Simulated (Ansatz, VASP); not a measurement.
One calculation of Ge4MoW, two programs

INCAR

```
SYSTEM = Ge4MoW
PREC = Accurate ; ENCUT = 520
EDIFF = 1E-6 ; ISMEAR = 0
SIGMA = 0.1 ; LREAL = .False.
LASPH = .True. ; NELM = 100
ALGO = Normal ; ISIF = 2
LWAVE = .False. ; LCHARG = .False.
GGA = PE ; NBANDS = 51
```

The input KPOINTS:

```
regular mesh
0
Gamma
  6 6 2
  0 0 0
```

The input POSCAR:

```
Ge4MoW
1.0
    3.3397563000      0.0000000000      0.0000000000
    0.0000000000      3.3397563000      0.0000000000
    0.0000000000      0.0000000000      8.2881637000
Ge Mo W
4 1 1
Direct
    0.0000000000      0.0000000000      0.6627370000
    0.5000000000      0.5000000000      0.1614470000
    0.0000000000      0.0000000000      0.3372630000
    0.5000000000      0.5000000000      0.8385530000
    0.0000000000      0.0000000000      0.0000000000
    0.5000000000      0.5000000000      0.5000000000
```

Input for Ansatz:

```yaml
crystal:
  lattice:
    - [3.3397563, 0.0, 0.0]
    - [0.0, 3.3397563, 0.0]
    - [0.0, 0.0, 8.2881637]
  atoms:
    - { symbol: Ge, position: [0.0, 0.0, 0.662737] }
    - { symbol: Ge, position: [0.5, 0.5, 0.161447] }
    - { symbol: Ge, position: [0.0, 0.0, 0.337263] }
    - { symbol: Ge, position: [0.5, 0.5, 0.838553] }
    - { symbol: Mo, position: [0.0, 0.0, 0.0] }
    - { symbol: W, position: [0.5, 0.5, 0.5] }
basis:
  ecutwfc: 420
kpoints:
  mp_grid: { grid: [6, 6, 2] }
hamiltonian:
  xc: pbe
scf:
  occupations: { method: gaussian, width: 0.1 }
  lower_state_search: "off"
output:
  forces: true
  stress: true
  eigenvalues: true
```

Alike in both runs: task single point; functional PBE; k mesh 6 × 6 × 2; occupations gaussian, width 0.1 eV; no spin polarisation.

|  | VASP | Ansatz |
| --- | --- | --- |
| version | VASP 6.6.1 | Ansatz 0.2.0 |
| potentials or method | VASP PAW PBE potentials, release 64 (Ge_d, Mo_sv, W_sv), cutoff 520 eV | scalar-relativistic, plane waves, PAW |
| valence electrons in the cell | 84 | 84 |

|  | VASP | Ansatz | Ansatz less VASP |
| --- | --- | --- | --- |
| gap on the k mesh at the Fermi level (eV) | none | none | - |
| pressure (GPa) | 0.4 | 0.2 | -0.26 |
| traceless stress, the component that is largest in VASP (GPa) | 0.76 | 0.74 | -0.012 |
| rms of the force components (eV/Å) | 0.019 | 0.017 | -0.0018 |

Atom by atom the forces differ by 0.003 eV/Å (rms over components). A gap of «none» marks a metal or a gap that the smearing closes.

The k mesh is coarse, so the values compare programs but aren't converged. Neither program's run includes spin-orbit coupling.
